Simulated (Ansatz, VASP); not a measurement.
NaF: VASP beside Ansatz

```
Na F
1.0
     0.00000    2.43947    2.26522
     2.43947    0.00000    2.26522
     2.43947    2.43947    0.00000
Na F
1 1
Direct
  0.00000 0.00000 0.00000
  0.50000 0.50000 0.50000
```

Change from the starting cell: strain +0.050 along x and y, -0.025 along z, atoms carried along.

Alike in both runs: task single point; functional PBE; k mesh 8 × 8 × 8; occupations gaussian, width 0.05 eV; no spin polarisation.

```csv
,VASP,Ansatz
version,VASP 6.6.1,Ansatz 0.2.0
potentials or method,"VASP PAW PBE potentials, release 64 (Na_pv, F), cutoff 520 eV","scalar-relativistic, plane waves, PAW"
valence electrons in the cell,14,16
```

Ansatz gave:

| Quantity | Value |
| --- | --- |
| gap on the k mesh at the Fermi level (eV) | 5.89 |
| least direct gap on the mesh (eV) | 5.89 |
| pressure (GPa) | -1.0 |
| traceless stress, the component that is largest in VASP (GPa) | 3.20 |

Estimate VASP's values.

gap on the k mesh at the Fermi level (eV): 5.88; least direct gap on the mesh (eV): 5.88; pressure (GPa): -1.1; traceless stress, the component that is largest in VASP (GPa): 3.31.

With one functional, cell and mesh, what is left measures potentials, basis and numerics. VASP's potentials hold 14 valence electrons a cell and Ansatz's 16, so a difference there can come from the potentials and not from the codes.
